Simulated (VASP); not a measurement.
## Zn5BiO: relaxation of cell and atoms with PBE

Crystal: Zn5BiO.

```
CELL_PARAMETERS angstrom
0.00000 3.78000 3.78000
3.78000 0.00000 3.78000
3.78000 3.78000 0.00000
ATOMIC_POSITIONS crystal
Zn 0.64000 0.64000 0.64000
Zn 0.08000 0.64000 0.64000
Zn 0.64000 0.08000 0.64000
Zn 0.64000 0.64000 0.08000
Zn 0.25000 0.25000 0.25000
Bi 0.00000 0.00000 0.00000
O 0.50000 0.50000 0.50000
```

- Program: VASP 6.6.1
- Task: relaxation of cell and atoms
- Functional: PBE
- Potentials or basis: VASP PAW PBE potentials, release 64 (Zn, Bi_d, O)
- Cutoff: 600 eV
- k mesh: 4 × 4 × 4
- Occupations: gaussian, width 0.2 eV
- Spin: no spin polarisation
- Dipole correction: no
- Further INCAR settings: ALGO = Normal; EDIFF = 1e-07; IBRION = 2; EDIFFG = -0.08; NSW = 36; ISIF = 3

The relaxed volume is 19.24 Å³/atom and the relaxed cell is a = 5.754 Å, b = 5.754 Å, c = 5.754 Å, α = 60.00°, β = 60.00°, γ = 60.00°. The space group after relaxing (to 0.05 Å) is F-43m (No. 216) and the energy gained by relaxing is 207.1 meV/atom. The ionic steps are 5, the pressure after relaxing is 0.0 GPa and the largest force after relaxing is 0.020 eV/Å.

Forces in eV/Å, atoms in the order of the input:
```
Zn   0.012  0.012  0.012
Zn   0.012 -0.012 -0.012
Zn  -0.012  0.012 -0.012
Zn  -0.012 -0.012  0.012
Zn   0.000  0.000  0.000
Bi   0.000  0.000  0.000
O    0.000  0.000  0.000
```

The path:
| step | energy change (eV) | largest force (eV/Å) | pressure (GPa) | volume (Å³) |
| --- | --- | --- | --- | --- |
| 1 | 0.0000 | 0.2519 | 21.57 | 108.02 |
| 2 | -1.3262 | 0.4750 | -3.41 | 143.87 |
| 3 | -1.4379 | 0.3607 | 0.30 | 133.76 |
| 4 | -1.4382 | 0.3682 | 0.05 | 134.32 |
| 5 | -1.4499 | 0.0199 | 0.00 | 134.71 |

Final structure:
```yaml
crystal:
  lattice:
    - [0.00000, 4.06872, 4.06872]
    - [4.06872, 0.00000, 4.06872]
    - [4.06872, 4.06872, 0.00000]
  atoms:
    - { symbol: Zn, position: [0.63953, 0.63953, 0.63953] }
    - { symbol: Zn, position: [0.08142, 0.63953, 0.63953] }
    - { symbol: Zn, position: [0.63953, 0.08142, 0.63953] }
    - { symbol: Zn, position: [0.63953, 0.63953, 0.08142] }
    - { symbol: Zn, position: [0.25000, 0.25000, 0.25000] }
    - { symbol: Bi, position: [0.00000, 0.00000, 0.00000] }
    - { symbol: O, position: [0.50000, 0.50000, 0.50000] }
```

Levels at points of the mesh, in eV from the Fermi level:
```csv
k point,band 36,band 37,band 38,band 39,band 40,band 41,band 42,band 43,band 44,band 45
"(0.00, 0.00, 0.00)",-5.00,-1.96,-1.83,-1.83,-1.83,-0.63,-0.63,-0.63,1.46,1.46
"(0.50, 0.00, 0.00)",-5.00,-3.23,-2.62,-2.62,-0.08,0.34,0.34,2.20,2.41,2.41
"(0.50, 0.50, 0.00)",-4.75,-3.20,-2.30,-2.30,-2.05,1.52,2.42,2.74,2.74,3.60
```

Run time: 9.1 min on 1 thread of AMD EPYC 7R13, on a shared host, peak memory 0.33 GiB.

Caveat: the volume moved by over 15 % at a fixed basis, so the end points are rough; spin-orbit coupling is left out, which moves the levels of the heavy elements; an odd number of electrons without spin polarisation forces a metal; a magnetic or distorted state may lie lower; the relaxation stopped at a loose force limit of 0.08 eV/Å, so its end isn't a converged minimum.
